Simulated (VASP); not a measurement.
# H in VASP: further runs

Runs on H. Level: PBE. Tasks: single point.

Program: VASP 6.6.1. These are calculated values, not measurements. Logs are shortened: lines on timing, memory, paths and dates and some standing lists are left out, and cuts for length are marked.

## 1. The cell of the first run

It takes space group P2/m (No. 10, monoclinic). The conventional cell has a = 0.986 Å, b = 2.668 Å, c = 2.525 Å, α = 90.00°, β = 94.69°, γ = 90.00°. H (site symmetry 2/m) has 2 H at 0.99 Å within 1.3 Å.

## 2. Single point, PBE (strained)

File INCAR:

```
SYSTEM = H
ALGO = Normal
EDIFF = 1E-6
ENCUT = 520
GGA = PE
ISIF = 2
ISMEAR = 0
LASPH = .True.
LCHARG = .False.
LREAL = .False.
LWAVE = .False.
NBANDS = 6
NELM = 80
PREC = Accurate
SIGMA = 0.05
```

File KPOINTS:

```
k-points
0
Gamma
  14 14 34
  0 0 0
```

File POSCAR:

```
H
1.0
    2.6677622679      0.0000000000      0.0000000000
    0.0000000000      2.5226945469      0.1059855496
    0.0000000000      0.0392197168      0.9850031874
H
1
Direct
    0.0000000000      0.0000000000      0.5000000000
```

Potentials or basis: VASP PAW PBE potentials, release 64 (H).

Run with:

```sh
$ cat potpaw_PBE.64/H/POTCAR > POTCAR
$ mpirun -np 1 vasp_std > vasp.out
```

OUTCAR:

```text
SYSTEM = H
   EDIFF = 1E-6
   ENCUT = 520
   GGA = PE
   ISIF = 2
   ISMEAR = 0
   LASPH = .True.
   LREAL = .False.
   NELM = 80
   PREC = Accurate

 ion  position               nearest neighbor table
   1  0.000  0.000  0.500-

  LATTYP: Found a simple monoclinic cell.
 ALAT       =     0.9857836808
 B/A-ratio  =     2.7062349680
 C/A-ratio  =     2.5613326647
 COS(beta)  =    -0.0816928236

  Lattice vectors:

 A1 = (   0.0000000000,   0.0392197168,   0.9850031874)
 A2 = (  -2.6677622679,   0.0000000000,   0.0000000000)
 A3 = (   0.0000000000,  -2.5226945469,  -0.1059855496)

Analysis of symmetry for initial positions (statically):
=====================================================================
 Subroutine PRICEL returns:
 Original cell was already a primitive cell.

 Routine SETGRP: Setting up the symmetry group for a
 simple monoclinic supercell.

 Subroutine GETGRP returns: Found  4 space group operations
 (whereof  4 operations were pure point group operations)
 out of a pool of  4 trial point group operations.

The static configuration has the point symmetry C_2h.

Analysis of symmetry for dynamics (positions and initial velocities):
=====================================================================
 Subroutine PRICEL returns:
 Original cell was already a primitive cell.

 Routine SETGRP: Setting up the symmetry group for a
 simple monoclinic supercell.

 Subroutine GETGRP returns: Found  4 space group operations
 (whereof  4 operations were pure point group operations)
 out of a pool of  4 trial point group operations.

The dynamic configuration has the point symmetry C_2h.

 Subroutine INISYM returns: Found  4 space group operations
 (whereof  4 operations are pure point group operations),
 and found     1 'primitive' translations

----------------------------------------------------------------------------------------

                                     Primitive cell

  volume of cell :       6.6179

  direct lattice vectors                    reciprocal lattice vectors
     2.667762268  0.000000000  0.000000000     0.374845994  0.000000000  0.000000000
     0.000000000  2.522694547  0.105985550     0.000000000  0.397065758 -0.015809905
     0.000000000  0.039219717  0.985003187     0.000000000 -0.042723956  1.016926274

  length of vectors
     2.667762268  2.524919942  0.985783681     0.374845994  0.397380383  1.017823356

[... 77 lines left out ...]
   NELM   =     80;   NELMIN=  2; NELMDL= -5     # of ELM steps
   EDIFF  = 0.1E-05   stopping-criterion for ELM
   LREAL  =      F    real-space projection
   EDIFFG = 0.1E-04   stopping-criterion for IOM
   NSW    =      0    number of steps for IOM
   IBRION =     -1    ionic relax: 0-MD 1-quasi-New 2-CG
   NFREE  =      0    steps in history (QN), initial steepest desc. (CG)
   ISIF   =      2    stress and relaxation
   ISYM   =      2    0-nonsym 1-usesym 2-fastsym
   POTIM  = 0.5000    time-step for ionic-motion
   TEBEG  =    0.0;   TEEND  =   0.0 temperature during run
   PSTRESS=    0.0 pullay stress
   NELECT =       1.0000    total number of electrons
   NUPDOWN=      -1.0000    fix difference up-down
   EMIN   =  10.00;   EMAX   =-10.00  energy-range for DOS
   EFERMI =   0.00;   METHOD = LEGACY
   ISMEAR =     0;   SIGMA  =   0.05  broadening in eV -4-tet -1-fermi 0-gaus
   EFERMI_NEDOS =   21; number of points for ismear=-14 and -15
   IALGO  =     38    algorithm
   IMIX   =      4    mixing-type and parameters
     AMIX     =   0.40;   BMIX     =  1.00
     AMIX_MAG =   1.60;   BMIX_MAG =  1.00
  volume/ion in A,a.u.               =       6.62        44.66
  Fermi-wavevector in a.u.,A,eV,Ry     =   0.871968  1.647781 10.344901  0.760329
  Thomas-Fermi vector in A             =   1.991151
   LORBIT       =      0    0 simple, 1 ext, 2 COOP (PROOUT), +10 PAW based schemes
   GGA     = PE    functional components
   LHFCALC =     F    Hartree Fock is set to
   AEXX    =    0.0000 exact exchange contribution
   IVDW    =     0    specifies the selected vdW correction
   LEPSILON=     F    determine dielectric tensor
   LRPA    =     F    only Hartree local field effects (RPA)
 non-spin polarized calculation
 Gauss-broadening in eV      SIGMA  =   0.05
  energy-cutoff  :      520.00
  volume of cell :        6.62
 maximum number of plane-waves:       194
 NGX is ok and might be reduce to    20
   NGX =  9   NGY =  9   NGZ =  3

 number of electron       1.0000000 magnetization

 Free energy of the ion-electron system (eV)
  ---------------------------------------------------
  ext. energy  EPLUGINS =         0.00000000
  ---------------------------------------------------
  free energy    TOTEN  =        -3.00537221 eV

  energy without entropy =       -3.00530446  energy(sigma->0) =       -3.00533833

 E-fermi :  -1.4757     XC(G=0):  -6.9752

 val. band max:       -1.4957877584   @ k =   0.0714  -0.0714   0.2647
 cond. band min:      -1.4501569605   @ k =   0.4286   0.4286   0.2353
 fundamental gap:      0.0456307979
 Fermi energy:        -1.4756771411

 k-point     1 :       0.0000    0.0000    0.0000
  band No.  band energies     occupation
      1     -12.4938      2.00000
      2       9.0100      0.00000
      3      13.8985      0.00000
      4      16.2125      0.00000
      5      18.2100      0.00000
      6      36.8541      0.00000
[... 199 lines left out ...]
 k-point    24 :       0.5000    0.1429   -0.0000
  band No.  band energies     occupation
      1     -10.8437      2.00000
      2       1.6668      0.00000
      3      12.0671      0.00000
      4      18.9716      0.00000
      5      24.5732      0.00000
      6      32.3529      0.00000

 [... further k-points ...]

------------------------ aborting loop because EDIFF is reached ----------------------------------------

  FORCE on cell =-STRESS in cart. coord.  units (eV):
  Direction    XX          YY          ZZ          XY          YZ          ZX
  --------------------------------------------------------------------------------------
  -------------------------------------------------------------------------------------
  Total        0.0462651      0.1049215     -0.0034353      0.0000000     -0.0077071      0.0000000
  in kB       11.2006188     25.4011043     -0.8316724      0.0000000     -1.8658496      0.0000000
  external PRESSURE =      11.9233502 kB  Pullay stress =       0.0000000 kB

 VOLUME and BASIS-vectors are now :
 -----------------------------------------------------------------------------
  energy-cutoff  :      520.00
  volume of cell :        6.62
      direct lattice vectors                 reciprocal lattice vectors
     2.667762268  0.000000000  0.000000000     0.374845994  0.000000000  0.000000000
     0.000000000  2.522694547  0.105985550     0.000000000  0.397065758 -0.015809905
     0.000000000  0.039219717  0.985003187     0.000000000 -0.042723956  1.016926274

 POSITION                                       TOTAL-FORCE (eV/Angst)
 -----------------------------------------------------------------------------------
      0.00000      0.01961      0.49250         0.000000      0.000000      0.000000
 -----------------------------------------------------------------------------------
    total drift:                               -0.000000      0.000000     -0.000000

  FREE ENERGIE OF THE ION-ELECTRON SYSTEM (eV)
  ---------------------------------------------------
  free  energy   TOTEN  =        -3.0053722116 eV

  energy  without entropy=       -3.0053044566  energy(sigma->0) =       -3.00533833
```

It took 29 s on 1 thread of Intel Xeon 6975P-C, shared host; peak memory 0.17 GiB.

Results:

```
Free energy : -3.0054 eV
Pressure    : 1.2 GPa
```

Levels at points of the mesh, in eV from the Fermi level:
```
           k point  band 1  band 2  band 3  band 4  band 5
(0.00, 0.00, 0.00)  -11.02   10.49   15.37   17.69   19.69
(0.50, 0.00, 0.00)   -9.61    2.68   18.02   20.51   26.57
(0.00, 0.50, 0.00)   -9.19    3.04   16.98   18.96   24.52
(0.50, 0.50, 0.00)   -8.10    6.67    7.10   10.47   40.15
(0.00, 0.00, 0.50)   23.76   31.24   46.54   50.55   53.87
(0.50, 0.00, 0.50)   24.59   33.47   41.46   41.80   52.73
(0.00, 0.50, 0.50)   24.66   33.41   42.43   42.50   53.88
(0.50, 0.50, 0.50)   25.34   35.34   44.54   44.95   45.96
```

Caveat: the cell differs from its parent crystal (strained).

## 3. Single point, PBE (strained)

File INCAR:

```
PREC = Accurate
ENCUT = 520
EDIFF = 1E-6
ISMEAR = 0
SIGMA = 0.05
LREAL = False
LASPH = True
NELM = 100
ALGO = Normal
ISIF = 2
LWAVE = False
LCHARG = True
GGA = PE
LELF = True
LVHAR = True
NBANDS = 6
```

File KPOINTS:

```
regular mesh
0
Gamma
  14 14 34
```

File POSCAR:

```
H
1.0
    2.9015663902      0.0235817848      0.0384462581
    0.0235817848      2.6096821867     -0.1131130778
    0.0142269523     -0.0418572428      1.0341945172
H
1
Direct
    0.0000000000      0.0000000000      0.5000000000
```

Potentials or basis: VASP PAW PBE potentials, release 64 (H).

Run with:

```sh
$ cat potpaw_PBE.64/H/POTCAR > POTCAR
$ mpirun -np 1 vasp_std > vasp.out
```

OUTCAR:

```text
PREC = Accurate
   ENCUT = 520
   EDIFF = 1E-6
   ISMEAR = 0
   LREAL = False
   LASPH = True
   NELM = 100
   ISIF = 2
   GGA = PE

 ion  position               nearest neighbor table
   1  0.000  0.000  0.500-

  LATTYP: Found a triclinic cell.
 ALAT       =     1.0351389928
 B/A-ratio  =     3.3483711595
 C/A-ratio  =     2.8034079739
 COS(alpha) =     0.0034292928
 COS(beta)  =     0.0266502296
 COS(gamma) =     0.6602626260

  Lattice vectors:

 A1 = (   0.0142269523,  -0.0418572428,   1.0341945172)
 A2 = (   0.0048721198,  -2.6933966723,   2.1815021122)
 A3 = (   2.9015663902,   0.0235817848,   0.0384462581)

Analysis of symmetry for initial positions (statically):
=====================================================================
 Subroutine PRICEL returns:
 Original cell was already a primitive cell.

 Routine SETGRP: Setting up the symmetry group for a
 triclinic supercell.

 Subroutine GETGRP returns: Found  2 space group operations
 (whereof  2 operations were pure point group operations)
 out of a pool of  2 trial point group operations.

The static configuration has the point symmetry S_2 .

Analysis of symmetry for dynamics (positions and initial velocities):
=====================================================================
 Subroutine PRICEL returns:
 Original cell was already a primitive cell.

 Routine SETGRP: Setting up the symmetry group for a
 triclinic supercell.

 Subroutine GETGRP returns: Found  2 space group operations
 (whereof  2 operations were pure point group operations)
 out of a pool of  2 trial point group operations.

The dynamic configuration has the point symmetry S_2 .

 Subroutine INISYM returns: Found  2 space group operations
 (whereof  2 operations are pure point group operations),
 and found     1 'primitive' translations

----------------------------------------------------------------------------------------

                                     Primitive cell

  volume of cell :       7.8153

  direct lattice vectors                    reciprocal lattice vectors
     2.901566390  0.023581785  0.038446258     0.344733089 -0.003326486 -0.004876973
     0.023581785  2.609682187 -0.113113078    -0.003326486  0.383893914  0.015583206
     0.014226952 -0.041857243  1.034194517    -0.013179306  0.042111336  0.968821773

  length of vectors
     2.901916906  2.612238845  1.035138993     0.344783633  0.384224464  0.969826112

  position of ions in fractional coordinates (direct lattice)
     1.000000000  0.000000000  0.500000000

  ion indices of the primitive-cell ions
   primitive index   ion index
                 1           1

----------------------------------------------------------------------------------------

 KPOINTS: regular mesh

Automatic generation of k-mesh.
 Grid dimensions read from file:
 generate k-points for:   14   14   34

 Generating k-lattice:

  Cartesian coordinates                     Fractional coordinates (reciprocal lattice)
     0.024623792 -0.000237606 -0.000348355     0.071428571 -0.000000000  0.000000000
    -0.000237606  0.027420994  0.001113086     0.000000000  0.071428571  0.000000000
    -0.000387627  0.001238569  0.028494758     0.000000000  0.000000000  0.029411765

  Length of vectors
     0.024627402  0.027444605  0.028524297

  Shift w.r.t. Gamma in fractional coordinates (k-lattice)
     0.000000000  0.000000000  0.000000000

 Subroutine IBZKPT returns following result:
 ===========================================

 Found   3336 irreducible k-points:

 Following reciprocal coordinates:
            Coordinates               Weight
  0.000000  0.000000  0.000000      1.000000
  0.071429  0.000000  0.000000      2.000000
  0.142857  0.000000  0.000000      2.000000
  0.214286  0.000000  0.000000      2.000000
  0.285714  0.000000  0.000000      2.000000
  0.357143  0.000000  0.000000      2.000000
[... 16 lines left out ...]
 -0.000000  0.142857  0.000000      2.000000
  0.071429  0.142857 -0.000000      2.000000
 [... further k-points ...]
   k-points           NKPTS =   3336   k-points in BZ     NKDIM =   3336   number of bands    NBANDS=      6
   number of dos      NEDOS =    301   number of ions     NIONS =      1
   total plane-waves  NPLWV =   3840
   dimension x,y,z NGX =    24 NGY =   20 NGZ =    8
   dimension x,y,z NGXF=    48 NGYF=   40 NGZF=   16
   ions per type =               1
   NGX,Y,Z   is equivalent  to a cutoff of  13.75, 12.73, 12.85 a.u.
   NGXF,Y,Z  is equivalent  to a cutoff of  27.50, 25.46, 25.70 a.u.
 SYSTEM =  unknown system
   PREC   = accura    normal or accurate (medium, high low for compatibility)
   ISTART =      0    job   : 0-new  1-cont  2-samecut
   ICHARG =      2    charge: 1-file 2-atom 10-const
   ISPIN  =      1    spin polarized calculation?
   LNONCOLLINEAR =      F non collinear calculations
   LSORBIT =      F    spin-orbit coupling
   LASPH  =      T    aspherical Exc in radial PAW
   ENCUT  =  520.0 eV  38.22 Ry    6.18 a.u.   5.40  4.86  1.92*2*pi/ulx,y,z
   NELM   =    100;   NELMIN=  2; NELMDL= -5     # of ELM steps
   EDIFF  = 0.1E-05   stopping-criterion for ELM
   LREAL  =      F    real-space projection
   EDIFFG = 0.1E-04   stopping-criterion for IOM
   NSW    =      0    number of steps for IOM
   IBRION =     -1    ionic relax: 0-MD 1-quasi-New 2-CG
   NFREE  =      0    steps in history (QN), initial steepest desc. (CG)
   ISIF   =      2    stress and relaxation
   ISYM   =      2    0-nonsym 1-usesym 2-fastsym
   POTIM  = 0.5000    time-step for ionic-motion
   TEBEG  =    0.0;   TEEND  =   0.0 temperature during run
   PSTRESS=    0.0 pullay stress
   NELECT =       1.0000    total number of electrons
   NUPDOWN=      -1.0000    fix difference up-down
   EMIN   =  10.00;   EMAX   =-10.00  energy-range for DOS
   EFERMI =   0.00;   METHOD = LEGACY
   ISMEAR =     0;   SIGMA  =   0.05  broadening in eV -4-tet -1-fermi 0-gaus
   EFERMI_NEDOS =   21; number of points for ismear=-14 and -15
   IALGO  =     38    algorithm
   IMIX   =      4    mixing-type and parameters
     AMIX     =   0.40;   BMIX     =  1.00
     AMIX_MAG =   1.60;   BMIX_MAG =  1.00
  volume/ion in A,a.u.               =       7.82        52.74
  Fermi-wavevector in a.u.,A,eV,Ry     =   0.824948  1.558926  9.259304  0.680540
  Thomas-Fermi vector in A             =   1.936722
   LORBIT       =      0    0 simple, 1 ext, 2 COOP (PROOUT), +10 PAW based schemes
   GGA     = PE    functional components
   LHFCALC =     F    Hartree Fock is set to
   AEXX    =    0.0000 exact exchange contribution
   IVDW    =     0    specifies the selected vdW correction
   LEPSILON=     F    determine dielectric tensor
   LRPA    =     F    only Hartree local field effects (RPA)
 non-spin polarized calculation
 Gauss-broadening in eV      SIGMA  =   0.05
  energy-cutoff  :      520.00
  volume of cell :        7.82
 maximum number of plane-waves:       225
 NGX is ok and might be reduce to    24
   NGX = 11   NGY =  9   NGZ =  3

 number of electron       1.0000000 magnetization

 Free energy of the ion-electron system (eV)
  ---------------------------------------------------
  ext. energy  EPLUGINS =         0.00000000
  ---------------------------------------------------
  free energy    TOTEN  =        -2.99736689 eV

  energy without entropy =       -2.99727574  energy(sigma->0) =       -2.99732131

 E-fermi :  -2.2293     XC(G=0):  -6.4878

 val. band max:       -2.2300472387   @ k =  -0.4286   0.3571   0.2353
 cond. band min:      -2.2119029892   @ k =   0.5000   0.3571   0.2353
 fundamental gap:      0.0181442496
 Fermi energy:        -2.2292892933

 k-point     1 :       0.0000    0.0000    0.0000
  band No.  band energies     occupation
      1     -12.0680      2.00000
      2       7.3426      0.00000
      3      11.2512      0.00000
      4      15.0308      0.00000
      5      16.3433      0.00000
      6      32.4521      0.00000

 k-point     2 :       0.0714    0.0000    0.0000
  band No.  band energies     occupation
      1     -12.0262      2.00000
      2       6.6519      0.00000
      3      11.7436      0.00000
      4      15.1021      0.00000
      5      16.8300      0.00000
      6      30.6167      0.00000
[... 190 lines left out ...]
 k-point    24 :       0.0714    0.1429   -0.0000
  band No.  band energies     occupation
      1     -11.7763      2.00000
      2       6.1030      0.00000
      3      10.4612      0.00000
      4      13.8582      0.00000
      5      21.7090      0.00000
      6      25.1563      0.00000

 [... further k-points ...]

------------------------ aborting loop because EDIFF is reached ----------------------------------------

  FORCE on cell =-STRESS in cart. coord.  units (eV):
  Direction    XX          YY          ZZ          XY          YZ          ZX
  --------------------------------------------------------------------------------------
  -------------------------------------------------------------------------------------
  Total        0.0210677      0.1061920     -0.6370446      0.0016356      0.0294024     -0.0087419
  in kB        4.3189934     21.7699702   -130.5978616      0.3353105      6.0276566     -1.7921449
  external PRESSURE =     -34.8362993 kB  Pullay stress =       0.0000000 kB

 VOLUME and BASIS-vectors are now :
 -----------------------------------------------------------------------------
  energy-cutoff  :      520.00
  volume of cell :        7.82
      direct lattice vectors                 reciprocal lattice vectors
     2.901566390  0.023581785  0.038446258     0.344733089 -0.003326486 -0.004876973
     0.023581785  2.609682187 -0.113113078    -0.003326486  0.383893914  0.015583206
     0.014226952 -0.041857243  1.034194517    -0.013179306  0.042111336  0.968821773

 POSITION                                       TOTAL-FORCE (eV/Angst)
 -----------------------------------------------------------------------------------
      0.00711     -0.02093      0.51710         0.000000      0.000000      0.000000
 -----------------------------------------------------------------------------------
    total drift:                                0.000000      0.000000      0.000000

  FREE ENERGIE OF THE ION-ELECTRON SYSTEM (eV)
  ---------------------------------------------------
  free  energy   TOTEN  =        -2.9973668904 eV

  energy  without entropy=       -2.9972757376  energy(sigma->0) =       -2.99732131
```

stdout:

```text
POSCAR found type information on POSCAR H
 POSCAR found :  1 types and       1 ions
 scaLAPACK will be used
 LDA part: xc-table for (Slater+PW92), standard interpolation
 POSCAR, INCAR and KPOINTS ok, starting setup
 FFT: planning ... GRIDC
 FFT: planning ... GRID_SOFT
 FFT: planning ... GRID
 WAVECAR not read
 entering main loop
```

Run time: 84 s. Hardware: 1 thread of Intel Xeon 6975P-C, shared host; peak memory 0.23 GiB.

What came out:

* Free energy: -2.9974 eV
* Pressure: -3.5 GPa

Caveat: the cell differs from its parent crystal (strained).
